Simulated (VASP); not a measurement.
# Si20H8CF2 in VASP: single point with PBE

Aim: the single point of Si20H8CF2 with PBE.

Everything below comes from runs of VASP 6.6.1. Logs are shortened: lines on timing, memory, paths and dates and some standing lists are left out, and cuts for length are marked.

**1. The cell of the first run**

The cell holds a slab with vacuum, 31 atoms: a = 7.679 Å, b = 7.679 Å, c = 21.256 Å, α = 90.00°, β = 90.00°, γ = 90.00°.

**2. Single point, PBE**

File INCAR:

```
PREC = Accurate ; ENCUT = 1010
EDIFF = 1E-6 ; ISMEAR = -1
SIGMA = 0.02 ; LREAL = Auto
LASPH = True ; NELM = 120
ALGO = Normal ; ISIF = 2
LWAVE = False ; LCHARG = False
GGA = PE ; NBANDS = 74
GGA_COMPAT = False ; NELMDL = -8
```

File KPOINTS:

```
Automatic mesh
0
Gamma
  1 1 1
```

File POSCAR:

```
Si20H8CF2
1.0
    7.6791800000      0.0000000000      0.0000000000
    0.0000000000      7.6791800000      0.0000000000
    0.0000000000      0.0000000000     21.2555000000
H Si C F
8 20 1 2
Direct
    0.4093926695      0.0000000000      0.0470466468
    0.0906086327      0.0000000000      0.0470466468
    0.9093939718      0.0000000000      0.0470466468
    0.5906099349      0.0000000000      0.0470466468
    0.4093926695      0.5000013022      0.0470466468
    0.0906086327      0.5000013022      0.0470466468
    0.9093939718      0.5000013022      0.0470466468
    0.5906099349      0.5000013022      0.0470466468
    0.2500006511      0.0000000000      0.0877655195
    0.7500019533      0.0000000000      0.0877655195
    0.2500006511      0.5000013022      0.0877655195
    0.7500019533      0.5000013022      0.0877655195
    0.2482296287      0.2473831841      0.1471760250
    0.7513562646      0.2463804729      0.1468561078
    0.2495969622      0.7537002649      0.1570699348
    0.7505098201      0.7541560427      0.1566088777
   -0.0013673335      0.2555871851      0.2103690809
    0.5006133467      0.2529436737      0.2066900332
   -0.0012110668      0.7572553319      0.2227517584
    0.5011733024      0.7597686211      0.2203994260
    0.0032034670      0.0044015116      0.2776128531
    0.4970061908      0.0046489339      0.2762343864
    0.0021096002      0.4953393461      0.2806050199
    0.5025666803      0.4949486794      0.2690174308
    0.2513549624      0.0884469436      0.3282350450
    0.7496243088      0.0907909438      0.3217943591
    0.2645464750      0.4075044471      0.3292747759
    0.7403264411      0.3883748004      0.3216955611
    0.5226209048      0.4083639139      0.4123074028
    0.4202271597      0.3309077271      0.4546729082
    0.6479337638      0.4842053448      0.4469713721
```

Potentials or basis: VASP PAW PBE potentials, release 64 (H_h, Si, C_h, F_h).

On the command line:

```console
cat potpaw_PBE.64/H_h/POTCAR potpaw_PBE.64/Si/POTCAR potpaw_PBE.64/C_h/POTCAR potpaw_PBE.64/F_h/POTCAR > POTCAR
mpirun -np 1 vasp_gam > vasp.out
```

OUTCAR:

```text
PREC = Accurate
   ENCUT = 1010
   EDIFF = 1E-6
   ISMEAR = -1
   LREAL = Auto
   LASPH = True
   NELM = 120
   ISIF = 2
   GGA = PE
   NELMDL = -8

 ion  position               nearest neighbor table
   1  0.409  0.000  0.047-   9 1.50
   2  0.091  0.000  0.047-   9 1.50
   3  0.909  0.000  0.047-  10 1.50
   4  0.591  0.000  0.047-  10 1.50
   5  0.409  0.500  0.047-  11 1.50
   6  0.091  0.500  0.047-  11 1.50
   7  0.909  0.500  0.047-  12 1.50
   8  0.591  0.500  0.047-  12 1.50
   9  0.250  0.000  0.088-   1 1.50   2 1.50  13 2.28  15 2.40
  10  0.750  0.000  0.088-   4 1.50   3 1.50  14 2.27  16 2.39
  11  0.250  0.500  0.088-   5 1.50   6 1.50  13 2.31  15 2.44
  12  0.750  0.500  0.088-   8 1.50   7 1.50  14 2.32  16 2.44
  13  0.248  0.247  0.147-   9 2.28  11 2.31  18 2.31  17 2.34
  14  0.751  0.246  0.147-  10 2.27  18 2.31  12 2.32  17 2.33
[... 8 lines left out ...]
  23  0.002  0.495  0.281-  28 2.34  19 2.36  27 2.36  17 2.37
  24  0.503  0.495  0.269-  20 2.28  18 2.28  28 2.29  27 2.33
  25  0.251  0.088  0.328-  22 2.28  21 2.28  27 2.45
  26  0.750  0.091  0.322-  21 2.26  22 2.27  28 2.29
  27  0.265  0.408  0.329-  24 2.33  23 2.36  25 2.45
  28  0.740  0.388  0.322-  26 2.29  24 2.29  23 2.34
  29  0.523  0.408  0.412-  30 1.34  31 1.34
  30  0.420  0.331  0.455-  29 1.34
  31  0.648  0.484  0.447-  29 1.34

  LATTYP: Found a simple tetragonal cell.
 ALAT       =     7.6791800000
 C/A-ratio  =     2.7679387643

  Lattice vectors:

 A1 = (   7.6791800000,   0.0000000000,   0.0000000000)
 A2 = (   0.0000000000,   7.6791800000,   0.0000000000)
 A3 = (   0.0000000000,   0.0000000000,  21.2555000000)

Analysis of symmetry for initial positions (statically):
=====================================================================
 Subroutine PRICEL returns:
 Original cell was already a primitive cell.

 Routine SETGRP: Setting up the symmetry group for a
 simple tetragonal supercell.

 Subroutine GETGRP returns: Found  1 space group operations
 (whereof  1 operations were pure point group operations)
 out of a pool of 16 trial point group operations.

The static configuration has the point symmetry C_1 .

Analysis of symmetry for dynamics (positions and initial velocities):
=====================================================================
 Subroutine PRICEL returns:
 Original cell was already a primitive cell.

 Routine SETGRP: Setting up the symmetry group for a
 simple tetragonal supercell.

 Subroutine GETGRP returns: Found  1 space group operations
 (whereof  1 operations were pure point group operations)
 out of a pool of 16 trial point group operations.

The dynamic configuration has the point symmetry C_1 .

 Subroutine INISYM returns: Found  1 space group operations
 (whereof  1 operations are pure point group operations),
 and found     1 'primitive' translations

----------------------------------------------------------------------------------------

                                     Primitive cell

  volume of cell :    1253.4327

  direct lattice vectors                    reciprocal lattice vectors
     7.679180000  0.000000000  0.000000000     0.130222237  0.000000000  0.000000000
     0.000000000  7.679180000  0.000000000     0.000000000  0.130222237  0.000000000
     0.000000000  0.000000000 21.255500000     0.000000000  0.000000000  0.047046647

  length of vectors
     7.679180000  7.679180000 21.255500000     0.130222237  0.130222237  0.047046647

  position of ions in fractional coordinates (direct lattice)
     0.409392670  0.000000000  0.047046647
     0.090608633  0.000000000  0.047046647
     0.909393972  0.000000000  0.047046647
     0.590609935  0.000000000  0.047046647
     0.409392670  0.500001302  0.047046647
     0.090608633  0.500001302  0.047046647
[... 23 lines left out ...]
     0.420227160  0.330907727  0.454672908
     0.647933764  0.484205345  0.446971372

  ion indices of the primitive-cell ions
   primitive index   ion index
                 1           1
                 2           2
                 3           3
                 4           4
                 5           5
                 6           6
[... 23 lines left out ...]
                30          30
                31          31

----------------------------------------------------------------------------------------

 KPOINTS: Automatic mesh

Automatic generation of k-mesh.
 Grid dimensions read from file:
 generate k-points for:    1    1    1

 Generating k-lattice:

  Cartesian coordinates                     Fractional coordinates (reciprocal lattice)
     0.130222237  0.000000000  0.000000000     1.000000000  0.000000000  0.000000000
     0.000000000  0.130222237  0.000000000     0.000000000  1.000000000  0.000000000
     0.000000000  0.000000000  0.047046647     0.000000000  0.000000000  1.000000000

  Length of vectors
     0.130222237  0.130222237  0.047046647

  Shift w.r.t. Gamma in fractional coordinates (k-lattice)
     0.000000000  0.000000000  0.000000000

 Subroutine IBZKPT returns following result:
 ===========================================

 Found      1 irreducible k-points:

 Following reciprocal coordinates:
            Coordinates               Weight
  0.000000  0.000000  0.000000      1.000000
   k-points           NKPTS =      1   k-points in BZ     NKDIM =      1   number of bands    NBANDS=     74
   number of dos      NEDOS =    301   number of ions     NIONS =     31
   total plane-waves  NPLWV = ******
   dimension x,y,z NGX =    80 NGY =   80 NGZ =  224
   dimension x,y,z NGXF=   160 NGYF=  160 NGZF=  448
   ions per type =               8  20   1   2
   NGX,Y,Z   is equivalent  to a cutoff of  17.32, 17.32, 17.52 a.u.
   NGXF,Y,Z  is equivalent  to a cutoff of  34.64, 34.64, 35.04 a.u.
 SYSTEM =  unknown system
   PREC   = accura    normal or accurate (medium, high low for compatibility)
   ISTART =      0    job   : 0-new  1-cont  2-samecut
   ICHARG =      2    charge: 1-file 2-atom 10-const
   ISPIN  =      1    spin polarized calculation?
   LNONCOLLINEAR =      F non collinear calculations
   LSORBIT =      F    spin-orbit coupling
   LASPH  =      T    aspherical Exc in radial PAW
   ENCUT  = 1010.0 eV  74.23 Ry    8.62 a.u.  19.90 19.90 55.08*2*pi/ulx,y,z
   NELM   =    120;   NELMIN=  2; NELMDL= -8     # of ELM steps
   EDIFF  = 0.1E-05   stopping-criterion for ELM
   LREAL  =      T    real-space projection
   EDIFFG = 0.1E-04   stopping-criterion for IOM
   NSW    =      0    number of steps for IOM
   IBRION =     -1    ionic relax: 0-MD 1-quasi-New 2-CG
   NFREE  =      0    steps in history (QN), initial steepest desc. (CG)
   ISIF   =      2    stress and relaxation
   ISYM   =      2    0-nonsym 1-usesym 2-fastsym
   POTIM  = 0.5000    time-step for ionic-motion
   TEBEG  =    0.0;   TEEND  =   0.0 temperature during run
   PSTRESS=    0.0 pullay stress
   NELECT =     106.0000    total number of electrons
   NUPDOWN=      -1.0000    fix difference up-down
   EMIN   =  10.00;   EMAX   =-10.00  energy-range for DOS
   EFERMI =   0.00;   METHOD = LEGACY
   ISMEAR =    -1;   SIGMA  =   0.02  broadening in eV -4-tet -1-fermi 0-gaus
   EFERMI_NEDOS =   21; number of points for ismear=-14 and -15
   IALGO  =     38    algorithm
   IMIX   =      4    mixing-type and parameters
     AMIX     =   0.40;   BMIX     =  1.00
     AMIX_MAG =   1.60;   BMIX_MAG =  1.00
  volume/ion in A,a.u.               =      40.43       272.86
  Fermi-wavevector in a.u.,A,eV,Ry     =   0.718582  1.357923  7.025509  0.516360
  Thomas-Fermi vector in A             =   1.807557
   LORBIT       =      0    0 simple, 1 ext, 2 COOP (PROOUT), +10 PAW based schemes
   GGA     = PE    functional components
   LHFCALC =     F    Hartree Fock is set to
   AEXX    =    0.0000 exact exchange contribution
   IVDW    =     0    specifies the selected vdW correction
   LEPSILON=     F    determine dielectric tensor
   LRPA    =     F    only Hartree local field effects (RPA)
 non-spin polarized calculation
  energy-cutoff  :     1010.00
  volume of cell :     1253.43
 maximum number of plane-waves:     45690
 NGX is ok and might be reduce to    80
   NGX = 39   NGY = 39   NGZ =111

 number of electron     106.0000002 magnetization

 Free energy of the ion-electron system (eV)
  ---------------------------------------------------
  ext. energy  EPLUGINS =         0.00000000
  ---------------------------------------------------
  free energy    TOTEN  =      -136.41811578 eV

  energy without entropy =     -136.41776383  energy(sigma->0) =     -136.41793980

 E-fermi :  -0.9976     XC(G=0):  -4.1045

 val. band max:       -1.1491271279   @ k =   0.0000   0.0000   0.0000
 cond. band min:      -0.8461429022   @ k =   0.0000   0.0000   0.0000
 fundamental gap:      0.3029842257
 Fermi energy:        -0.9976350158

 k-point     1 :       0.0000    0.0000    0.0000
  band No.  band energies     occupation
      1     -29.2498      2.00000
      2     -27.5060      2.00000
      3     -13.5417      2.00000
      4     -12.7641      2.00000
      5     -11.4549      2.00000
      6     -11.0238      2.00000
[... 57 lines left out ...]
     64       1.5095      0.00000
     65       1.6233      0.00000
 [bands above 65 left out]

------------------------ aborting loop because EDIFF is reached ----------------------------------------

  FORCE on cell =-STRESS in cart. coord.  units (eV):
  Direction    XX          YY          ZZ          XY          YZ          ZX
  --------------------------------------------------------------------------------------
  -------------------------------------------------------------------------------------
  Total       32.0292180     18.1133424      1.0174794     -1.2279111      3.8083759     -0.0273028
  in kB       40.9407597     23.1530472      1.3005744     -1.5695548      4.8679865     -0.0348993
  external PRESSURE =      21.7981271 kB  Pullay stress =       0.0000000 kB

 VOLUME and BASIS-vectors are now :
 -----------------------------------------------------------------------------
  energy-cutoff  :     1010.00
  volume of cell :     1253.43
      direct lattice vectors                 reciprocal lattice vectors
     7.679180000  0.000000000  0.000000000     0.130222237  0.000000000  0.000000000
     0.000000000  7.679180000  0.000000000     0.000000000  0.130222237  0.000000000
     0.000000000  0.000000000 21.255500000     0.000000000  0.000000000  0.047046647

 POSITION                                       TOTAL-FORCE (eV/Angst)
 -----------------------------------------------------------------------------------
      3.14380      0.00000      1.00000        -0.977725     -0.085246      0.165850
      0.69580      0.00000      1.00000         0.956876     -0.133077      0.056723
      6.98340      0.00000      1.00000        -0.957825     -0.124890      0.027283
      4.53540      0.00000      1.00000         0.982936     -0.075838      0.130571
      3.14380      3.83960      1.00000        -1.040720      0.102697      0.145672
      0.69580      3.83960      1.00000         1.031761      0.134199      0.124470
[... 23 lines left out ...]
      3.22700      2.54110      9.66430         0.397665     -0.635361      0.366177
      4.97560      3.71830      9.50060        -0.382545      0.762925      0.335004
 -----------------------------------------------------------------------------------
    total drift:                                0.038374      0.026994      0.006990

  FREE ENERGIE OF THE ION-ELECTRON SYSTEM (eV)
  ---------------------------------------------------
  free  energy   TOTEN  =      -136.4181157794 eV

  energy  without entropy=     -136.4177638263  energy(sigma->0) =     -136.41793980
```

Wall time 11 min (1 thread of Intel Xeon Platinum 8375C at 2.90GHz (Ice Lake), shared host); peak memory 2.2 GiB.

What came out:

| Quantity | Value |
| --- | --- |
| Free energy | -136.4181 eV |
| Largest force | 1.436 eV/Å |

Forces in eV/Å, atoms in the order of the input:
```
H   -0.978 -0.085  0.166
H    0.957 -0.133  0.057
H   -0.958 -0.125  0.027
H    0.983 -0.076  0.131
H   -1.041  0.103  0.146
H    1.032  0.134  0.124
H   -1.038  0.124  0.110
H    1.045  0.108  0.123
Si  -0.237 -0.498 -0.116
Si   0.235 -0.535 -0.265
Si  -0.037  0.456  0.155
Si   0.040  0.431  0.129
Si  -0.073  0.363  0.211
Si   0.034  0.435  0.208
Si  -0.074 -0.255 -0.492
Si   0.077 -0.217 -0.493
Si  -0.021 -0.265 -0.023
Si  -0.018 -0.502 -0.295
Si   0.006 -1.255 -0.685
Si   0.000 -1.094 -0.930
Si   0.155  0.940  0.229
Si  -0.073  0.964  0.248
Si   0.126  0.244  0.428
Si  -0.172  0.100  0.168
Si   0.025  0.132  0.401
Si   0.036 -0.358  0.072
Si   0.350  0.462  0.128
Si  -0.180  0.448 -0.035
C   -0.216 -0.173 -0.626
F    0.398 -0.635  0.366
F   -0.383  0.763  0.335
```

Levels at points of the mesh, in eV from the Fermi level:
```
           k point  band 51  band 52  band 53  band 54  band 55  band 56
(0.00, 0.00, 0.00)    -0.67    -0.57    -0.15     0.15     0.87     0.96
```

Caveat: the k points lie up to 0.82 Å⁻¹ apart, too coarse for converged energies, forces and pressures; there is no dipole correction, which matters where the two faces differ.
